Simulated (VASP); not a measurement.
# GaSb3 (Im-3m) in VASP: a series of runs

Runs on GaSb3. Level: PBE. Tasks: single point, relaxation of cell and atoms.

Everything below comes from runs of VASP 6.6.1. Logs are shortened: lines on timing, memory, paths and dates and some standing lists are left out, and cuts for length are marked.

## (1) The cell of the first run

The structure is cubic, space group Im-3m (No. 229). Conventional cell: a = 6.033 Å, b = 6.033 Å, c = 6.033 Å, α = 90.00°, β = 90.00°, γ = 90.00°. Ga (site symmetry m-3m) has 6 Sb at 3.02 Å within 4.0 Å. Sb (site symmetry 4/mmm) has 2 Ga at 3.02 Å and 4 Sb at 3.02 Å within 4.0 Å.

## (2) Single point, PBE

Input file INCAR:

```
SYSTEM = GaSb3
  ALGO = Normal
  EDIFF = 1E-6
  ENCUT = 520
  GGA = PE
  ISIF = 2
  ISMEAR = 0
  LASPH = .True.
  LCHARG = .True.
  LELF = .True.
  LREAL = .False.
  LVHAR = .True.
  LWAVE = .False.
  NBANDS = 22
  NELM = 100
  PREC = Accurate
  SIGMA = 0.1
```

Input file KPOINTS:

```
k-points
0
Gamma
  4 4 4
  0 0 0
```

Input file POSCAR:

```
GaSb3
1.0
   -3.0164291551      3.0164291551      3.0164291551
    3.0164291551     -3.0164291551      3.0164291551
    3.0164291551      3.0164291551     -3.0164291551
Ga Sb
1 3
Direct
    0.0000000000      0.0000000000      0.0000000000
    0.0000000000      0.5000000000      0.5000000000
    0.5000000000      0.0000000000      0.5000000000
    0.5000000000      0.5000000000      0.0000000000
```

Potentials or basis: VASP PAW PBE potentials, release 64 (Ga_d, Sb).

Command:

```sh
$ cat potpaw_PBE.64/Ga_d/POTCAR potpaw_PBE.64/Sb/POTCAR > POTCAR
$ mpirun -np 1 vasp_std > vasp.out
```

OUTCAR:

```text
SYSTEM = GaSb3
   EDIFF = 1E-6
   ENCUT = 520
   GGA = PE
   ISIF = 2
   ISMEAR = 0
   LASPH = .True.
   LREAL = .False.
   NELM = 100
   PREC = Accurate

 ion  position               nearest neighbor table
   1  0.000  0.000  0.000-   2 3.02   3 3.02   4 3.02   2 3.02   3 3.02   4 3.02
   2  0.000  0.500  0.500-   1 3.02   3 3.02   4 3.02   1 3.02   4 3.02   3 3.02
   3  0.500  0.000  0.500-   1 3.02   2 3.02   4 3.02   4 3.02   1 3.02   2 3.02
   4  0.500  0.500  0.000-   1 3.02   2 3.02   3 3.02   3 3.02   2 3.02   1 3.02

  LATTYP: Found a body centered cubic cell.
 ALAT       =     6.0328583102

  Lattice vectors:

 A1 = (  -3.0164291551,   3.0164291551,   3.0164291551)
 A2 = (   3.0164291551,  -3.0164291551,   3.0164291551)
 A3 = (   3.0164291551,   3.0164291551,  -3.0164291551)

Analysis of symmetry for initial positions (statically):
=====================================================================
 Subroutine PRICEL returns:
 Original cell was already a primitive cell.

 Routine SETGRP: Setting up the symmetry group for a
 body centered cubic supercell.

 Subroutine GETGRP returns: Found 48 space group operations
 (whereof 48 operations were pure point group operations)
 out of a pool of 48 trial point group operations.

The static configuration has the point symmetry O_h .

Analysis of symmetry for dynamics (positions and initial velocities):
=====================================================================
 Subroutine PRICEL returns:
 Original cell was already a primitive cell.

 Routine SETGRP: Setting up the symmetry group for a
 body centered cubic supercell.

 Subroutine GETGRP returns: Found 48 space group operations
 (whereof 48 operations were pure point group operations)
 out of a pool of 48 trial point group operations.

The dynamic configuration has the point symmetry O_h .

 Subroutine INISYM returns: Found 48 space group operations
 (whereof 48 operations are pure point group operations),
 and found     1 'primitive' translations

----------------------------------------------------------------------------------------

                                     Primitive cell

  volume of cell :     109.7841

[... 69 lines left out ...]
   ISPIN  =      1    spin polarized calculation?
   LNONCOLLINEAR =      F non collinear calculations
   LSORBIT =      F    spin-orbit coupling
   LASPH  =      T    aspherical Exc in radial PAW
   ENCUT  =  520.0 eV  38.22 Ry    6.18 a.u.   9.71  9.71  9.71*2*pi/ulx,y,z
   NELM   =    100;   NELMIN=  2; NELMDL= -5     # of ELM steps
   EDIFF  = 0.1E-05   stopping-criterion for ELM
   LREAL  =      F    real-space projection
   EDIFFG = 0.1E-04   stopping-criterion for IOM
   NSW    =      0    number of steps for IOM
   IBRION =     -1    ionic relax: 0-MD 1-quasi-New 2-CG
   NFREE  =      0    steps in history (QN), initial steepest desc. (CG)
   ISIF   =      2    stress and relaxation
   ISYM   =      2    0-nonsym 1-usesym 2-fastsym
   POTIM  = 0.5000    time-step for ionic-motion
   TEBEG  =    0.0;   TEEND  =   0.0 temperature during run
   PSTRESS=    0.0 pullay stress
   NELECT =      28.0000    total number of electrons
   NUPDOWN=      -1.0000    fix difference up-down
   EMIN   =  10.00;   EMAX   =-10.00  energy-range for DOS
   EFERMI =   0.00;   METHOD = LEGACY
   ISMEAR =     0;   SIGMA  =   0.10  broadening in eV -4-tet -1-fermi 0-gaus
   EFERMI_NEDOS =   21; number of points for ismear=-14 and -15
   IALGO  =     38    algorithm
   IMIX   =      4    mixing-type and parameters
     AMIX     =   0.40;   BMIX     =  1.00
     AMIX_MAG =   1.60;   BMIX_MAG =  1.00
  volume/ion in A,a.u.               =      27.45       185.21
  Fermi-wavevector in a.u.,A,eV,Ry     =   1.038200  1.961914 14.665167  1.077859
  Thomas-Fermi vector in A             =   2.172673
   LORBIT       =      0    0 simple, 1 ext, 2 COOP (PROOUT), +10 PAW based schemes
   GGA     = PE    functional components
   LHFCALC =     F    Hartree Fock is set to
   AEXX    =    0.0000 exact exchange contribution
   IVDW    =     0    specifies the selected vdW correction
   LEPSILON=     F    determine dielectric tensor
   LRPA    =     F    only Hartree local field effects (RPA)
 non-spin polarized calculation
 Gauss-broadening in eV      SIGMA  =   0.10
  energy-cutoff  :      520.00
  volume of cell :      109.78
 maximum number of plane-waves:      2988
 NGX is ok and might be reduce to    40
   NGX = 19   NGY = 19   NGZ = 19

 number of electron      28.0000015 magnetization

 Free energy of the ion-electron system (eV)
  ---------------------------------------------------
  ext. energy  EPLUGINS =         0.00000000
  ---------------------------------------------------
  free energy    TOTEN  =       -14.95023564 eV

  energy without entropy =      -14.93693216  energy(sigma->0) =      -14.94358390

 E-fermi :   6.4207     XC(G=0):  -9.8095

 val. band max:        6.3498976370   @ k =   0.5000   0.0000   0.0000
 cond. band min:       6.4684739342   @ k =   0.5000   0.0000   0.0000
 fundamental gap:      0.1185762973
 Fermi energy:         6.4207390998

 k-point     1 :       0.0000    0.0000    0.0000
  band No.  band energies     occupation
      1      -7.9521      2.00000
      2      -7.9521      2.00000
      3      -7.9215      2.00000
      4      -7.9215      2.00000
      5      -7.9215      2.00000
      6      -5.5834      2.00000
[... 189 lines left out ...]
     21      12.6470      0.00000
     22      14.0914      0.00000

------------------------ aborting loop because EDIFF is reached ----------------------------------------

  FORCE on cell =-STRESS in cart. coord.  units (eV):
  Direction    XX          YY          ZZ          XY          YZ          ZX
  --------------------------------------------------------------------------------------
  -------------------------------------------------------------------------------------
  Total       -0.1115500     -0.1115500     -0.1115500     -0.0000000     -0.0000000      0.0000000
  in kB       -1.6279496     -1.6279496     -1.6279496     -0.0000000     -0.0000000      0.0000000
  external PRESSURE =      -1.6279496 kB  Pullay stress =       0.0000000 kB

 VOLUME and BASIS-vectors are now :
 -----------------------------------------------------------------------------
  energy-cutoff  :      520.00
  volume of cell :      109.78
      direct lattice vectors                 reciprocal lattice vectors
    -3.016429155  3.016429155  3.016429155     0.000000000  0.165758907  0.165758907
     3.016429155 -3.016429155  3.016429155     0.165758907  0.000000000  0.165758907
     3.016429155  3.016429155 -3.016429155     0.165758907  0.165758907  0.000000000

 POSITION                                       TOTAL-FORCE (eV/Angst)
 -----------------------------------------------------------------------------------
      0.00000      0.00000      0.00000        -0.000000      0.000000     -0.000000
      3.01643      0.00000      0.00000        -0.000000     -0.000000     -0.000000
      0.00000      3.01643      0.00000         0.000000     -0.000000      0.000000
      0.00000      0.00000      3.01643        -0.000000      0.000000      0.000000
 -----------------------------------------------------------------------------------
    total drift:                               -0.000000      0.000000      0.000000

  FREE ENERGIE OF THE ION-ELECTRON SYSTEM (eV)
  ---------------------------------------------------
  free  energy   TOTEN  =       -14.9502356408 eV

  energy  without entropy=      -14.9369321632  energy(sigma->0) =      -14.94358390
```

Run time: 20 s. Hardware: 1 thread of Intel Xeon 6975P-C (Granite Rapids), shared host; peak memory 0.23 GiB.

Results:

| Item | Value |
| --- | --- |
| Free energy | -14.9502 eV |
| Pressure | -0.2 GPa |
| Band gap on the k mesh | zero (band 14 reaches 6.67 eV, above the bottom of band 15 at 4.37 eV) |

Caveat: the k points lie up to 0.37 Å⁻¹ apart; spin-orbit coupling is left out, which moves the levels of the heavy elements.

## (3) Single point, PBE

This run uses another cell than the first one, of 33.50 Å³/atom, 1.221 times its volume.

Input file INCAR:

```
  PREC = Accurate
  ENCUT = 520
  EDIFF = 1E-7
  ISMEAR = 0
  SIGMA = 0.1
  LREAL = False
  LASPH = True
  NELM = 100
  ALGO = Normal
  ISIF = 2
  LWAVE = False
  LCHARG = True
  GGA = PE
  LELF = True
  LVHAR = True
  NBANDS = 22
```

Input file KPOINTS:

```
Automatic mesh
0
Gamma
  4 4 4
```

Input file POSCAR:

```
GaSb3
1.0
   -3.2237920800      3.2237920800      3.2237920800
    3.2237920800     -3.2237920800      3.2237920800
    3.2237920800      3.2237920800     -3.2237920800
Ga Sb
1 3
Direct
    0.0000000000      0.0000000000      0.0000000000
    0.0000000000      0.5000000000      0.5000000000
    0.5000000000      0.0000000000      0.5000000000
    0.5000000000      0.5000000000      0.0000000000
```

Potentials or basis: VASP PAW PBE potentials, release 64 (Ga_d, Sb).

Command:

```sh
$ cat potpaw_PBE.64/Ga_d/POTCAR potpaw_PBE.64/Sb/POTCAR > POTCAR
$ mpirun -np 1 vasp_std > vasp.out
```

OUTCAR:

```text
PREC = Accurate
   ENCUT = 520
   EDIFF = 1E-7
   ISMEAR = 0
   LREAL = False
   LASPH = True
   NELM = 100
   ISIF = 2
   GGA = PE

 ion  position               nearest neighbor table
   1  0.000  0.000  0.000-   2 3.22   3 3.22   4 3.22   2 3.22   3 3.22   4 3.22
   2  0.000  0.500  0.500-   1 3.22   3 3.22   4 3.22   1 3.22   4 3.22   3 3.22
   3  0.500  0.000  0.500-   1 3.22   2 3.22   4 3.22   4 3.22   1 3.22   2 3.22
   4  0.500  0.500  0.000-   1 3.22   2 3.22   3 3.22   3 3.22   2 3.22   1 3.22

  LATTYP: Found a body centered cubic cell.
 ALAT       =     6.4475841600

  Lattice vectors:

 A1 = (  -3.2237920800,   3.2237920800,   3.2237920800)
 A2 = (   3.2237920800,  -3.2237920800,   3.2237920800)
 A3 = (   3.2237920800,   3.2237920800,  -3.2237920800)

Analysis of symmetry for initial positions (statically):
=====================================================================
 Subroutine PRICEL returns:
 Original cell was already a primitive cell.

 Routine SETGRP: Setting up the symmetry group for a
 body centered cubic supercell.

 Subroutine GETGRP returns: Found 48 space group operations
 (whereof 48 operations were pure point group operations)
 out of a pool of 48 trial point group operations.

The static configuration has the point symmetry O_h .

Analysis of symmetry for dynamics (positions and initial velocities):
=====================================================================
 Subroutine PRICEL returns:
 Original cell was already a primitive cell.

 Routine SETGRP: Setting up the symmetry group for a
 body centered cubic supercell.

 Subroutine GETGRP returns: Found 48 space group operations
 (whereof 48 operations were pure point group operations)
 out of a pool of 48 trial point group operations.

The dynamic configuration has the point symmetry O_h .
[... 101 lines left out ...]
   ISMEAR =     0;   SIGMA  =   0.10  broadening in eV -4-tet -1-fermi 0-gaus
   EFERMI_NEDOS =   21; number of points for ismear=-14 and -15
   IALGO  =     38    algorithm
   IMIX   =      4    mixing-type and parameters
     AMIX     =   0.40;   BMIX     =  1.00
     AMIX_MAG =   1.60;   BMIX_MAG =  1.00
  volume/ion in A,a.u.               =      33.50       226.10
  Fermi-wavevector in a.u.,A,eV,Ry     =   0.971420  1.835718 12.839237  0.943657
  Thomas-Fermi vector in A             =   2.101636
   LORBIT       =      0    0 simple, 1 ext, 2 COOP (PROOUT), +10 PAW based schemes
   GGA     = PE    functional components
   LHFCALC =     F    Hartree Fock is set to
   AEXX    =    0.0000 exact exchange contribution
   IVDW    =     0    specifies the selected vdW correction
   LEPSILON=     F    determine dielectric tensor
   LRPA    =     F    only Hartree local field effects (RPA)
 non-spin polarized calculation
 Gauss-broadening in eV      SIGMA  =   0.10
  energy-cutoff  :      520.00
  volume of cell :      134.02
 maximum number of plane-waves:      3624
 NGX is ok and might be reduce to    42
   NGX = 21   NGY = 21   NGZ = 21

 number of electron      28.0000000 magnetization

 Free energy of the ion-electron system (eV)
  ---------------------------------------------------
  ext. energy  EPLUGINS =         0.00000000
  ---------------------------------------------------
  free energy    TOTEN  =       -14.32995834 eV

  energy without entropy =      -14.31565211  energy(sigma->0) =      -14.32280523

 E-fermi :   4.3100     XC(G=0):  -8.9602

 val. band max:        4.2823077882   @ k =   0.5000   0.0000   0.0000
 cond. band min:       4.4497248861   @ k =   0.5000   0.5000   0.2500
 fundamental gap:      0.1674170979
 Fermi energy:         4.3099502175

 k-point     1 :       0.0000    0.0000    0.0000
  band No.  band energies     occupation
      1      -9.9670      2.00000
      2      -9.9670      2.00000
      3      -9.9521      2.00000
      4      -9.9521      2.00000
      5      -9.9521      2.00000
      6      -6.4152      2.00000
[... 189 lines left out ...]
     21      10.0396      0.00000
     22      10.9619      0.00000

------------------------ aborting loop because EDIFF is reached ----------------------------------------

  FORCE on cell =-STRESS in cart. coord.  units (eV):
  Direction    XX          YY          ZZ          XY          YZ          ZX
  --------------------------------------------------------------------------------------
  -------------------------------------------------------------------------------------
  Total       -5.5247342     -5.5247342     -5.5247342      0.0000000      0.0000000      0.0000000
  in kB      -66.0481882    -66.0481882    -66.0481882      0.0000000      0.0000000      0.0000000
  external PRESSURE =     -66.0481882 kB  Pullay stress =       0.0000000 kB

 VOLUME and BASIS-vectors are now :
 -----------------------------------------------------------------------------
  energy-cutoff  :      520.00
  volume of cell :      134.02
      direct lattice vectors                 reciprocal lattice vectors
    -3.223792080  3.223792080  3.223792080     0.000000000  0.155096851  0.155096851
     3.223792080 -3.223792080  3.223792080     0.155096851  0.000000000  0.155096851
     3.223792080  3.223792080 -3.223792080     0.155096851  0.155096851  0.000000000

 POSITION                                       TOTAL-FORCE (eV/Angst)
 -----------------------------------------------------------------------------------
      0.00000      0.00000      0.00000         0.000000     -0.000000     -0.000000
      3.22379      0.00000      0.00000        -0.000000     -0.000000     -0.000000
      0.00000      3.22379      0.00000        -0.000000      0.000000     -0.000000
      0.00000      0.00000      3.22379        -0.000000     -0.000000      0.000000
 -----------------------------------------------------------------------------------
    total drift:                               -0.000000      0.000000     -0.000000

  FREE ENERGIE OF THE ION-ELECTRON SYSTEM (eV)
  ---------------------------------------------------
  free  energy   TOTEN  =       -14.3299583424 eV

  energy  without entropy=      -14.3156521143  energy(sigma->0) =      -14.32280523
```

stdout:

```text
POSCAR found type information on POSCAR GaSb
 POSCAR found :  2 types and       4 ions
 scaLAPACK will be used
 LDA part: xc-table for (Slater+PW92), standard interpolation
 POSCAR, INCAR and KPOINTS ok, starting setup
 FFT: planning ... GRIDC
 FFT: planning ... GRID_SOFT
 FFT: planning ... GRID
 WAVECAR not read
 entering main loop
```

It took 36 s on 1 thread of Intel Xeon 6975P-C (Granite Rapids), shared host; peak memory 0.25 GiB.

What came out:

* Free energy: -14.3300 eV
* Pressure: -6.6 GPa
* Band gap on the k mesh: zero (band 14 reaches 4.60 eV, above the bottom of band 15 at 2.85 eV)

Caveat: spin-orbit coupling is left out, which moves the levels of the heavy elements.

(Continued in part 2 of 2.)
